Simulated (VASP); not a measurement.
Set up this calculation in VASP 6.6.1, as the native input.

```
Task                   : single point
Functional             : PBE
Potentials or basis    : VASP PAW PBE potentials, release 64 (Cd_sv_GW, S)
Cutoff                 : 630 eV
k mesh                 : 6 × 6 × 6
Occupations            : gaussian, width 0.1 eV
Spin                   : no spin polarisation
Dipole correction      : no
Further INCAR settings : ALGO = Normal; EDIFF = 1e-06; NBANDS = 30
```

The structure of Cd2S lies in POSCAR:

```
Cd2S
1.0
   -2.2337837200      2.2337837200      3.7043044900
    2.2337837200     -2.2337837200      3.7043044900
    2.2337837200      2.2337837200     -3.7043044900
Cd S
2 1
Direct
    0.6837205600      0.6837205600      0.0000000000
    0.3162794400      0.3162794400      0.0000000000
    0.0000000000      0.0000000000      0.0000000000
```

The cell was generated, and may not be a known phase.

These files were run (other wordings do the same):

INCAR

```
SYSTEM = Cd2S
PREC = Accurate
ENCUT = 630
EDIFF = 1E-6
ISMEAR = 0
SIGMA = 0.1
LREAL = .FALSE.
LASPH = .TRUE.
NELM = 120
ALGO = Normal
ISIF = 2
LWAVE = .FALSE.
LCHARG = .FALSE.
GGA = PE
NBANDS = 30
GGA_COMPAT = .FALSE.
```

KPOINTS

```
regular mesh
0
G
  6 6 6
  0 0 0
```

Potentials or basis: VASP PAW PBE potentials, release 64 (Cd_sv_GW, S).

Command:

```sh
$ cat potpaw_PBE.64/Cd_sv_GW/POTCAR potpaw_PBE.64/S/POTCAR > POTCAR
$ mpirun -np 1 vasp_std > vasp.out
```

Results of the run:

```json
{
 "Pressure": "5.7 GPa",
 "Largest force": "1.620 eV/Å",
 "Band gap on the k mesh": "0.11 eV (least direct gap 0.39 eV)"
}
```

Caveat: the stress differs along the axes, from 3 to 12 GPa; semilocal functionals underestimate gaps, and a narrow one can read as zero; forces of over 1 eV/Å act on the atoms, so gaps and moduli don't describe the material at rest.

Wall time 64 s on 1 thread of Intel(R) Xeon(R) Platinum 8488C (Sapphire Rapids), with other jobs on the host, peak memory 0.29 GiB.
